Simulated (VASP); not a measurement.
Set up this calculation in VASP 6.6.1, as the native input.

```yaml
Task: single point
Functional: PBE
Potentials_or_basis: VASP PAW PBE potentials, release 64 (Al, Si)
Cutoff: 520 eV
k_mesh: 8 × 8 × 8
Occupations: gaussian, width 0.1 eV
Spin: no spin polarisation
Dipole_correction: no
Further_INCAR_settings: ALGO = Normal; EDIFF = 1e-06; NBANDS = 22
```

The structure of Al7Si lies in POSCAR:

```
Al7Si
1.0
    0.0000000000      4.1483362184      4.1483362184
    4.1483362184      0.0000000000      4.1483362184
    4.1483362184      4.1483362184      0.0000000000
Al Si
7 1
Direct
    0.0000000000      0.0000000000      0.5000000000
    0.0000000000      0.5000000000      0.0000000000
    0.0000000000      0.5000000000      0.5000000000
    0.5000000000      0.0000000000      0.0000000000
    0.5000000000      0.0000000000      0.5000000000
    0.5000000000      0.5000000000      0.0000000000
    0.5000000000      0.5000000000      0.5000000000
    0.0000000000      0.0000000000      0.0000000000
```

One way to write it, as run:

INCAR

```
PREC = Accurate
ENCUT = 520
EDIFF = 1E-6
ISMEAR = 0
SIGMA = 0.1
LREAL = False
LASPH = True
NELM = 100
ALGO = Normal
ISIF = 2
LWAVE = False
LCHARG = False
GGA = PE
NBANDS = 22
```

KPOINTS

```
Automatic mesh
0
Gamma
  8 8 8
```

Potentials or basis: VASP PAW PBE potentials, release 64 (Al, Si).

Launch:

```console
$ cat potpaw_PBE.64/Al/POTCAR potpaw_PBE.64/Si/POTCAR > POTCAR
$ mpirun -np 1 vasp_std > vasp.out
```

It gave:

- Pressure: -5.9 GPa
- Band gap on the k mesh: zero (an odd number of electrons rules out a gap without spin polarisation)

Caveat: the cell stands under tension.

Wall time 98 s on 1 thread of Intel Xeon 8259CL, with other jobs on the host, peak memory 0.33 GiB.
